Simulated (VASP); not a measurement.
# Ti5Si in VASP: further runs, part 2 of 2

VASP 6.6.1.

**3. Single point, PBE**

This run uses another cell than the first one, of 15.94 Å³/atom.

File INCAR:

```
SYSTEM = Ti5Si
  PREC = Accurate
  ENCUT = 520
  EDIFF = 1E-6
  ISMEAR = 0
  SIGMA = 0.1
  LREAL = .False.
  LASPH = .True.
  NELM = 60
  ALGO = Fast
  ISIF = 2
  LWAVE = .False.
  LCHARG = .False.
  GGA = PE
  NBANDS = 41
```

File KPOINTS:

```
Automatic mesh
0
Gamma
  12 12 12
  0 0 0
```

File POSCAR:

```
Ti5Si
1.0
    2.5018640486      1.4444518819      4.4114127834
   -2.5018640486      1.4444518819      4.4114127834
    0.0000000000     -2.8889037639      4.4114127834
Ti Si
5 1
Direct
    0.1512319488      0.1512319488      0.1512319488
    0.6052338882      0.3947661118      0.0000000000
    0.0000000000      0.6052338882      0.3947661118
    0.8487680512      0.8487680512      0.8487680512
    0.3947661118      0.0000000000      0.6052338882
    0.5000000000      0.5000000000      0.5000000000
```

Potentials or basis: VASP PAW PBE potentials, release 64 (Ti_sv, Si).

On the command line:

```bash
> cat potpaw_PBE.64/Ti_sv/POTCAR potpaw_PBE.64/Si/POTCAR > POTCAR
> mpirun -np 1 vasp_std > vasp.out
```

OUTCAR:

```text
SYSTEM = Ti5Si
   PREC = Accurate
   ENCUT = 520
   EDIFF = 1E-6
   ISMEAR = 0
   LREAL = .False.
   LASPH = .True.
   NELM = 60
   ISIF = 2
   GGA = PE

 ion  position               nearest neighbor table
   1  0.151  0.151  0.151-   3 2.81   2 2.81   5 2.81   2 2.86   3 2.86   5 2.86   6 2.90   6 2.90
                             6 2.90   4 2.92   4 2.92   4 2.92
   2  0.605  0.395  0.000-   5 2.66   3 2.66   5 2.66   3 2.66   6 2.69   6 2.69   4 2.81   1 2.81
                             4 2.86   1 2.86
   3  0.000  0.605  0.395-   2 2.66   2 2.66   5 2.66   5 2.66   6 2.69   6 2.69   1 2.81   4 2.81
                             1 2.86   4 2.86
   4  0.849  0.849  0.849-   5 2.81   2 2.81   3 2.81   2 2.86   5 2.86   3 2.86   6 2.90   6 2.90
                             6 2.90   1 2.92   1 2.92   1 2.92
   5  0.395  0.000  0.605-   2 2.66   2 2.66   3 2.66   3 2.66   6 2.69   6 2.69   4 2.81   1 2.81
                             4 2.86   1 2.86
   6  0.500  0.500  0.500-   3 2.69   5 2.69   5 2.69   3 2.69   2 2.69   2 2.69   1 2.90   4 2.90
                             4 2.90   1 2.90   1 2.90   4 2.90

  LATTYP: Found a trigonal (rhomboedric) cell.
 ALAT       =     5.2731705550
 COS(alpha) =     0.5497914155

  Lattice vectors:

 A1 = (   2.5018640486,   1.4444518819,   4.4114127834)
 A2 = (  -2.5018640486,   1.4444518819,   4.4114127834)
 A3 = (   0.0000000000,  -2.8889037639,   4.4114127834)

Analysis of symmetry for initial positions (statically):
=====================================================================
 Subroutine PRICEL returns:
 Original cell was already a primitive cell.

 Routine SETGRP: Setting up the symmetry group for a
 trigonal (rhombohedral) supercell.

 Subroutine GETGRP returns: Found  6 space group operations
 (whereof  6 operations were pure point group operations)
 out of a pool of 12 trial point group operations.

The static configuration has the point symmetry D_3 .

Analysis of symmetry for dynamics (positions and initial velocities):
=====================================================================
 Subroutine PRICEL returns:
 Original cell was already a primitive cell.

 Routine SETGRP: Setting up the symmetry group for a
 trigonal (rhombohedral) supercell.

 Subroutine GETGRP returns: Found  6 space group operations
 (whereof  6 operations were pure point group operations)
 out of a pool of 12 trial point group operations.

The dynamic configuration has the point symmetry D_3 .

 Subroutine INISYM returns: Found  6 space group operations
 (whereof  6 operations are pure point group operations),
 and found     1 'primitive' translations

----------------------------------------------------------------------------------------

                                     Primitive cell

  volume of cell :      95.6524

  direct lattice vectors                    reciprocal lattice vectors
     2.501864049  1.444451882  4.411412783     0.199850987  0.115384021  0.075561583
    -2.501864049  1.444451882  4.411412783    -0.199850987  0.115384021  0.075561583
     0.000000000 -2.888903764  4.411412783     0.000000000 -0.230768043  0.075561583

  length of vectors
     5.273170555  5.273170555  5.273170555     0.242823892  0.242823892  0.242823892

  position of ions in fractional coordinates (direct lattice)
     0.151231949  0.151231949  0.151231949
[... 47 lines left out ...]
  0.333333 -0.000000  0.000000      6.000000
  0.416667  0.000000  0.000000      6.000000
[... 16 lines left out ...]
  0.500000  0.166667  0.000000     12.000000
 -0.416667  0.166667 -0.000000     12.000000
 [... further k-points ...]
   k-points           NKPTS =    189   k-points in BZ     NKDIM =    189   number of bands    NBANDS=     41
   number of dos      NEDOS =    301   number of ions     NIONS =      6
   total plane-waves  NPLWV =  64000
   dimension x,y,z NGX =    40 NGY =   40 NGZ =   40
   dimension x,y,z NGXF=    80 NGYF=   80 NGZF=   80
   ions per type =               5   1
   NGX,Y,Z   is equivalent  to a cutoff of  12.61, 12.61, 12.61 a.u.
   NGXF,Y,Z  is equivalent  to a cutoff of  25.22, 25.22, 25.22 a.u.
 SYSTEM =  Ti5Si
   PREC   = accura    normal or accurate (medium, high low for compatibility)
   ISTART =      0    job   : 0-new  1-cont  2-samecut
   ICHARG =      2    charge: 1-file 2-atom 10-const
   ISPIN  =      1    spin polarized calculation?
   LNONCOLLINEAR =      F non collinear calculations
   LSORBIT =      F    spin-orbit coupling
   LASPH  =      T    aspherical Exc in radial PAW
   ENCUT  =  520.0 eV  38.22 Ry    6.18 a.u.   9.80  9.80  9.80*2*pi/ulx,y,z
   NELM   =     60;   NELMIN=  2; NELMDL= -5     # of ELM steps
   EDIFF  = 0.1E-05   stopping-criterion for ELM
   LREAL  =      F    real-space projection
   EDIFFG = 0.1E-04   stopping-criterion for IOM
   NSW    =      0    number of steps for IOM
   IBRION =     -1    ionic relax: 0-MD 1-quasi-New 2-CG
   NFREE  =      0    steps in history (QN), initial steepest desc. (CG)
   ISIF   =      2    stress and relaxation
   ISYM   =      2    0-nonsym 1-usesym 2-fastsym
   POTIM  = 0.5000    time-step for ionic-motion
   TEBEG  =    0.0;   TEEND  =   0.0 temperature during run
   PSTRESS=    0.0 pullay stress
   NELECT =      64.0000    total number of electrons
   NUPDOWN=      -1.0000    fix difference up-down
   EMIN   =  10.00;   EMAX   =-10.00  energy-range for DOS
   EFERMI =   0.00;   METHOD = LEGACY
   ISMEAR =     0;   SIGMA  =   0.10  broadening in eV -4-tet -1-fermi 0-gaus
   EFERMI_NEDOS =   21; number of points for ismear=-14 and -15
   IALGO  =     68    algorithm
   IMIX   =      4    mixing-type and parameters
     AMIX     =   0.40;   BMIX     =  1.00
     AMIX_MAG =   1.60;   BMIX_MAG =  1.00
  volume/ion in A,a.u.               =      15.94       107.58
  Fermi-wavevector in a.u.,A,eV,Ry     =   1.431868  2.705838 27.895281  2.050245
  Thomas-Fermi vector in A             =   2.551557
   LORBIT       =      0    0 simple, 1 ext, 2 COOP (PROOUT), +10 PAW based schemes
   GGA     = PE    functional components
   LHFCALC =     F    Hartree Fock is set to
   AEXX    =    0.0000 exact exchange contribution
   IVDW    =     0    specifies the selected vdW correction
   LEPSILON=     F    determine dielectric tensor
   LRPA    =     F    only Hartree local field effects (RPA)
 non-spin polarized calculation
 RMM-DIIS sequential band-by-band and
 Gauss-broadening in eV      SIGMA  =   0.10
  energy-cutoff  :      520.00
  volume of cell :       95.65
 maximum number of plane-waves:      2603
   NGX = 19   NGY = 19   NGZ = 19

 number of electron      64.0000001 magnetization

 Free energy of the ion-electron system (eV)
  ---------------------------------------------------
  ext. energy  EPLUGINS =         0.00000000
  ---------------------------------------------------
  free energy    TOTEN  =       -46.35809008 eV

  energy without entropy =      -46.33265340  energy(sigma->0) =      -46.34537174

 E-fermi :   9.0315     XC(G=0): -11.7091

 val. band max:        9.0314862897   @ k =  -0.3333   0.3333   0.1667
 cond. band min:       9.0339518707   @ k =   0.5000   0.5000   0.0833
 fundamental gap:      0.0024655810
 Fermi energy:         9.0314981623

 k-point     1 :       0.0000    0.0000    0.0000
  band No.  band energies     occupation
      1     -47.6930      2.00000
      2     -47.6096      2.00000
      3     -47.4824      2.00000
      4     -47.3393      2.00000
      5     -47.3393      2.00000
      6     -24.2107      2.00000
[... 1045 lines left out ...]
     40      10.8412      0.00000
     41      11.0455      0.00000

 [... further k-points ...]

------------------------ aborting loop because EDIFF is reached ----------------------------------------

  FORCE on cell =-STRESS in cart. coord.  units (eV):
  Direction    XX          YY          ZZ          XY          YZ          ZX
  --------------------------------------------------------------------------------------
  -------------------------------------------------------------------------------------
  Total        1.8254826      1.8254826      1.8512740     -0.0000000     -0.0000000      0.0000000
  in kB       30.5768362     30.5768362     31.0088427     -0.0000000     -0.0000000      0.0000000
  external PRESSURE =      30.7208384 kB  Pullay stress =       0.0000000 kB

 VOLUME and BASIS-vectors are now :
 -----------------------------------------------------------------------------
  energy-cutoff  :      520.00
  volume of cell :       95.65
      direct lattice vectors                 reciprocal lattice vectors
     2.501864049  1.444451882  4.411412783     0.199850987  0.115384021  0.075561583
    -2.501864049  1.444451882  4.411412783    -0.199850987  0.115384021  0.075561583
     0.000000000 -2.888903764  4.411412783     0.000000000 -0.230768043  0.075561583

 POSITION                                       TOTAL-FORCE (eV/Angst)
 -----------------------------------------------------------------------------------
      0.00000     -0.00000      2.00144         0.000000     -0.000000      0.008196
      0.52656      1.44445      4.41141        -0.000188      0.000000      0.000000
     -1.51421     -0.26621      4.41141         0.000094     -0.000162      0.000000
      0.00000     -0.00000     11.23280         0.000000      0.000000     -0.008196
      0.98765     -1.17824      4.41141         0.000094      0.000162      0.000000
      0.00000     -0.00000      6.61712         0.000000     -0.000000      0.000000
 -----------------------------------------------------------------------------------
    total drift:                                0.000000      0.000000      0.000000

  FREE ENERGIE OF THE ION-ELECTRON SYSTEM (eV)
  ---------------------------------------------------
  free  energy   TOTEN  =       -46.3580900751 eV

  energy  without entropy=      -46.3326533994  energy(sigma->0) =      -46.34537174
```

It took 22 min on 1 thread of Intel Xeon 6975P-C (Granite Rapids), shared host; peak memory 0.65 GiB.

What came out:

```
Free energy            : -46.3581 eV
Pressure               : 3.1 GPa
Largest force          : 0.008 eV/Å
Band gap on the k mesh : zero (bands 32 and 33 overlap by 0.60 eV)
```

Forces in eV/Å, atoms in the order of the input:
```
Ti   0.000  0.000  0.008
Ti   0.000  0.000  0.000
Ti   0.000  0.000  0.000
Ti   0.000  0.000 -0.008
Ti   0.000  0.000  0.000
Si   0.000  0.000  0.000
```

Caveat: the cell stands under pressure.

**4. Single point, PBE (uniaxial strain along a: -1.5 %)**

File INCAR:

```
PREC     = Accurate       # precision mode
ENCUT    = 520            # plane-wave cutoff, eV
EDIFF    = 1E-6           # SCF threshold, eV
ISMEAR   = 0              # smearing method
SIGMA    = 0.1            # smearing width, eV
LREAL    = False          # projectors in reciprocal space
LASPH    = True           # aspherical terms in the spheres
NELM     = 100            # most SCF steps
ALGO     = Fast           # electronic algorithm
ISIF     = 2              # what is computed and relaxed
LWAVE    = False          # write WAVECAR
LCHARG   = True           # write CHGCAR
GGA      = PE             # functional
LVHAR    = True         
NBANDS   = 41             # bands
KPAR     = 4
```

File KPOINTS:

```
regular mesh
0
Gamma
  12 12 12
```

File POSCAR:

```
Ti5Si
1.0
    2.4863819896      1.4355133110      4.3717835059
   -2.5596489089      1.4478641574      4.4093973868
   -0.0259373129     -2.9406530586      4.4093973867
Ti Si
5 1
Direct
    0.1513621526      0.1513621526      0.1513621526
    0.6045557546      0.3954442454      0.0000000000
    0.0000000000      0.6045557546      0.3954442454
    0.8486378474      0.8486378474      0.8486378474
    0.3954442454      0.0000000000      0.6045557546
    0.5000000000      0.5000000000      0.5000000000
```

On the command line:

```bash
> cat potpaw_PBE.64/Ti_sv/POTCAR potpaw_PBE.64/Si/POTCAR > POTCAR
> mpirun -np 4 vasp_std > vasp.out
```

Wall time 38 min (4 MPI ranks of Oxide Virtual Turin-like, shared host); peak memory 1.3 GiB.

The run converged. Its results:

| Quantity | Value |
| --- | --- |
| Free energy | -46.3638 eV |
| Pressure | 0.9 GPa |
| Largest force | 0.061 eV/Å |
| Band gap on the k mesh | zero (bands 32 and 33 overlap by 0.56 eV) |

Forces on the atoms (eV/Å):
```
Ti   0.013  0.024 -0.055
Ti  -0.004 -0.022 -0.015
Ti  -0.011  0.020  0.000
Ti  -0.027  0.001  0.055
Ti   0.021 -0.007  0.015
Si   0.009 -0.015  0.000
```

Stress tensor (GPa, compression positive):
```
0.64 0.48 1.24
0.48 0.08 0.72
1.24 0.72 1.97
```

Levels at points of the mesh, in eV from the Fermi level:
| k point | band 28 | band 29 | band 30 | band 31 | band 32 | band 33 | band 34 | band 35 | band 36 | band 37 |
| --- | --- | --- | --- | --- | --- | --- | --- | --- | --- | --- |
| (0.00, 0.00, 0.00) | -1.09 | -0.92 | -0.91 | -0.72 | -0.11 | -0.04 | -0.01 | 1.06 | 1.07 | 1.46 |
| (0.50, 0.00, 0.00) | -1.57 | -1.11 | -0.74 | -0.52 | 0.34 | 0.55 | 0.60 | 0.70 | 0.76 | 1.15 |
| (0.00, 0.50, 0.00) | -1.54 | -1.10 | -0.75 | -0.50 | 0.36 | 0.55 | 0.61 | 0.70 | 0.78 | 1.11 |
| (0.50, 0.50, 0.00) | -1.46 | -1.32 | -0.55 | -0.38 | -0.13 | -0.07 | 0.67 | 0.73 | 0.98 | 1.41 |
| (0.00, 0.50, 0.50) | -1.42 | -1.32 | -0.56 | -0.39 | -0.09 | -0.04 | 0.71 | 0.71 | 0.99 | 1.40 |
| (0.50, 0.50, 0.50) | -1.44 | -0.83 | -0.60 | -0.59 | -0.11 | 0.25 | 0.28 | 0.86 | 1.28 | 1.28 |

Caveat: the cell differs from its parent crystal (uniaxial strain along a: -1.5 %).

**5. The runs side by side**

```csv
cell,further INCAR settings,gap on the mesh (eV),pressure (GPa),largest force (eV/Å)
"a = 5.310 Å, angles 56.8°, 6 atoms, atomic positions A",ALGO = Fast; EDIFF = 1e-07; NBANDS = 41,none,-0.2,-
"a = 5.273 Å, angles 56.6°, 6 atoms, atomic positions B",ALGO = Fast; EDIFF = 1e-06; NBANDS = 41,none,3.1,0.01
"a = 5.230, b = 5.300, c = 5.300 Å, angles 57.1, 57.3, 57.3°, 6 atoms, atomic positions A",ALGO = Fast; EDIFF = 1e-06; NBANDS = 41,none,0.9,0.06
```

Alike in all rows: task single point; level PBE; potentials or basis VASP PAW PBE potentials, release 64 (Ti_sv, Si); no spin polarisation; k mesh 12 × 12 × 12; cutoff (eV) 520; smearing gaussian 0.1 eV.

Caveats: the cell stands under pressure (at least some runs).

Absolute energies hang on the potentials; compare differences alone.
